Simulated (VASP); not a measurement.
A run of VASP 6.6.1:

File INCAR:

```
ALGO = Normal
EDIFF = 1E-6
ENCUT = 520
ISIF = 2
ISMEAR = 0
LASPH = True
LCHARG = True
LELF = True
LREAL = False
LVHAR = True
LWAVE = False
NBANDS = 26
NELM = 60
PREC = Accurate
SIGMA = 0.01
```

The input KPOINTS:

```
k-points
0
Gamma
  6 6 4
```

The input POSCAR:

```
ZnS
1.0
    3.7008501123      0.0000000000      0.0000000000
   -1.8504250562      3.2050302128      0.0000000000
    0.0000000000      0.0000000000      6.1798556388
Zn S
2 2
Direct
    0.3333333333      0.6666666667      0.0055913299
    0.6666666667      0.3333333333      0.5055913299
    0.3333333333      0.6666666667      0.3794086701
    0.6666666667      0.3333333333      0.8794086701
```

Potentials or basis: VASP PAW LDA potentials, release 64 (Zn, S).

Run with:

```console
$ cat potpaw_LDA.64/Zn/POTCAR potpaw_LDA.64/S/POTCAR > POTCAR
$ mpirun -np 1 vasp_std > vasp.out
```

Hardware: 1 thread of Intel(R) Xeon(R) Platinum 8488C (Sapphire Rapids) (shared host).

Question: How long does it take, and how much memory?

Answer: It took 28 s on 1 thread of Intel(R) Xeon(R) Platinum 8488C (Sapphire Rapids) (shared host), peak memory 0.17 GiB. Counts: scf iterations 12, k points 21.
